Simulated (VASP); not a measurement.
# BeS (I-4m2) in VASP: a series of runs, part 2 of 2

VASP 6.6.1. Earlier steps stand in the parts before.

## (3) Single point, r2SCAN (epitaxial xy strain -3.0%)

File POSCAR:

```
BeS
1.0
    0.0000000000      2.3612770434      2.4893639833
    2.3612770434      0.0000000000      2.4893639833
    2.3612770434      2.3612770434      0.0000000000
Be S
1 1
Direct
    0.0000000000      0.0000000000      0.0000000000
    0.2500000000      0.2500000000      0.2500000000
```

File INCAR.step1:

```
ALGO     = Normal         # electronic algorithm
EDIFF    = 1E-4           # SCF threshold, eV
ENCUT    = 520            # plane-wave cutoff, eV
GGA      = PE             # functional
ISMEAR   = 0              # smearing method
LASPH    = T              # aspherical terms in the spheres
LCHARG   = F              # write CHGCAR
LREAL    = F              # projectors in reciprocal space
LWAVE    = T              # write WAVECAR
NBANDS   = 11             # bands
NELM     = 80             # most SCF steps
PREC     = Accurate       # precision mode
SIGMA    = 0.01           # smearing width, eV
```

File INCAR.step2:

```
ALGO     = Normal         # electronic algorithm
EDIFF    = 1E-7           # SCF threshold, eV
ENCUT    = 520            # plane-wave cutoff, eV
ISIF     = 2              # what is computed and relaxed
ISMEAR   = 0              # smearing method
ISTART   = 1            
LASPH    = T              # aspherical terms in the spheres
LCHARG   = F              # write CHGCAR
LMIXTAU  = T            
LREAL    = F              # projectors in reciprocal space
LWAVE    = F              # write WAVECAR
METAGGA  = R2SCAN         # meta-GGA
NBANDS   = 11             # bands
NELM     = 80             # most SCF steps
PREC     = Accurate       # precision mode
SIGMA    = 0.01           # smearing width, eV
```

File KPOINTS:

```
k-points
0
Gamma
  10 10 10
```

Potentials or basis: VASP PAW PBE potentials, release 64 (Be, S).

On the command line:

```
$ cat potpaw_PBE.64/Be/POTCAR potpaw_PBE.64/S/POTCAR > POTCAR
$ cp INCAR.step1 INCAR
$ mpirun -np 1 vasp_std > vasp.out
$ cp INCAR.step2 INCAR
$ mpirun -np 1 vasp_std > vasp.out
```

OUTCAR:

```text
EDIFF = 1E-7
   ENCUT = 520
   ISIF = 2
   ISMEAR = 0
   ISTART = 1
   LASPH = T
   LREAL = F
   METAGGA = R2SCAN
   NELM = 80
   PREC = Accurate

 ion  position               nearest neighbor table
   1  0.000  0.000  0.000-   2 2.08   2 2.08   2 2.08   2 2.08
   2  0.250  0.250  0.250-   1 2.08   1 2.08   1 2.08   1 2.08

  LATTYP: Found a body centered tetragonal cell.
 ALAT       =     3.3393500193
 C/A-ratio  =     1.4909272576

  Lattice vectors:

 A1 = (  -2.3612770434,   0.0000000000,   2.4893639833)
 A2 = (   2.3612770434,   0.0000000000,   2.4893639833)
 A3 = (   0.0000000000,   2.3612770434,  -2.4893639833)

Analysis of symmetry for initial positions (statically):
=====================================================================
 Subroutine PRICEL returns:
 Original cell was already a primitive cell.

 Routine SETGRP: Setting up the symmetry group for a
 body centered tetragonal supercell.

 Subroutine GETGRP returns: Found  8 space group operations
 (whereof  8 operations were pure point group operations)
 out of a pool of 16 trial point group operations.

[... 173 lines left out ...]
      2       4.0355      2.00000
      3       4.3691      2.00000
      4       4.3691      2.00000
      5      10.5002      0.00000
      6      10.5002      0.00000
      7      10.5542      0.00000
      8      11.1767      0.00000
      9      17.0479      0.00000
     10      18.3586      0.00000
     11      20.4042      0.00000
[... 309 lines left out ...]
 k-point    24 :       0.4000    0.3000    0.0000
  band No.  band energies     occupation
      1      -8.6157      2.00000
      2      -0.3073      2.00000
      3       1.8158      2.00000
      4       2.2148      2.00000
      5       9.0562      0.00000
      6      10.8767      0.00000
      7      15.3030      0.00000
      8      15.5404      0.00000
      9      19.0280      0.00000
     10      20.6777      0.00000
     11      22.1989      0.00000

 [... further k-points ...]

------------------------ aborting loop because EDIFF is reached ----------------------------------------

  FORCE on cell =-STRESS in cart. coord.  units (eV):
  Direction    XX          YY          ZZ          XY          YZ          ZX
  --------------------------------------------------------------------------------------
  -------------------------------------------------------------------------------------
  Total        1.0879977      1.0879977      0.0597438      0.0000000      0.0000000      0.0000000
  in kB       62.7951757     62.7951757      3.4481917      0.0000000      0.0000000      0.0000000
  external PRESSURE =      43.0128477 kB  Pullay stress =       0.0000000 kB

 VOLUME and BASIS-vectors are now :
 -----------------------------------------------------------------------------
  energy-cutoff  :      520.00
  volume of cell :       27.76
      direct lattice vectors                 reciprocal lattice vectors
     0.000000000  2.361277043  2.489363983    -0.211749825  0.211749825  0.200854517
     2.361277043  0.000000000  2.489363983     0.211749825 -0.211749825  0.200854517
     2.361277043  2.361277043  0.000000000     0.211749825  0.211749825 -0.200854517

 POSITION                                       TOTAL-FORCE (eV/Angst)
 -----------------------------------------------------------------------------------
      0.00000      0.00000      0.00000        -0.000000     -0.000000     -0.000000
      1.18064      1.18064      1.24468         0.000000      0.000000      0.000000
 -----------------------------------------------------------------------------------
    total drift:                                0.000000      0.000000      0.000000

  FREE ENERGIE OF THE ION-ELECTRON SYSTEM (eV)
  ---------------------------------------------------
  free  energy   TOTEN  =       -14.7536031506 eV

  energy  without entropy=      -14.7536031506  energy(sigma->0) =      -14.75360315
```

OSZICAR.step1:

```text
N       E                     dE             d eps       ncg     rms          rms(c)
DAV:   1     0.202349902697E+02    0.20235E+02   -0.38800E+03  2260   0.625E+02
DAV:   2    -0.898342573414E+01   -0.29218E+02   -0.27896E+02  2981   0.117E+02
DAV:   3    -0.101624632437E+02   -0.11790E+01   -0.11770E+01  2917   0.230E+01
DAV:   4    -0.101692444922E+02   -0.67812E-02   -0.67798E-02  2783   0.205E+00
DAV:   5    -0.101692985325E+02   -0.54040E-04   -0.54040E-04  2947   0.179E-01    0.589E+00
DAV:   6    -0.100243693314E+02    0.14493E+00   -0.11508E-01  2635   0.167E+00    0.400E+00
DAV:   7    -0.997889813531E+01    0.45471E-01   -0.12872E-01  2812   0.190E+00    0.981E-01
DAV:   8    -0.998000702031E+01   -0.11089E-02   -0.66897E-03  2863   0.432E-01    0.153E-01
DAV:   9    -0.998009077926E+01   -0.83759E-04   -0.49492E-04  2777   0.142E-01
   1 F= -.99800908E+01 E0= -.99800908E+01  d E =-.208978E-98
```

Wall time 91 s (1 thread of Intel Xeon Platinum 8559C (Emerald Rapids), shared host); peak memory 0.17 GiB.

Results:

```yaml
Free_energy: -14.7536 eV
Pressure: 4.3 GPa
Band_gap_on_the_k_mesh: 3.26 eV, indirect (least direct gap 6.13 eV)
```

Stress tensor (GPa, compression positive):
```
6.28 0.00 0.00
0.00 6.28 0.00
0.00 0.00 0.34
```

Levels at points of the mesh, in eV from the valence-band top:
| k point | band 1 | band 2 | band 3 | band 4 | band 5 | band 6 | band 7 | band 8 | band 9 |
| --- | --- | --- | --- | --- | --- | --- | --- | --- | --- |
| (0.00, 0.00, 0.00) | -14.60 | -0.33 | 0.00 | 0.00 | 6.13 | 6.13 | 6.19 | 6.81 | 12.68 |
| (0.50, 0.00, 0.00) | -12.84 | -6.25 | -1.48 | -0.93 | 5.83 | 7.03 | 7.28 | 12.12 | 15.47 |
| (0.50, 0.50, 0.00) | -12.43 | -5.69 | -2.61 | -2.61 | 3.71 | 5.58 | 13.97 | 13.97 | 16.55 |
| (0.50, 0.00, 0.50) | -12.15 | -5.32 | -3.11 | -3.01 | 3.26 | 5.09 | 13.59 | 14.03 | 16.70 |

Caveat: the cell differs from its parent crystal (epitaxial xy strain -3.0%); the PAW data sets were made with another functional, which shifts forces and pressure a little. A k mesh can miss the band edges.
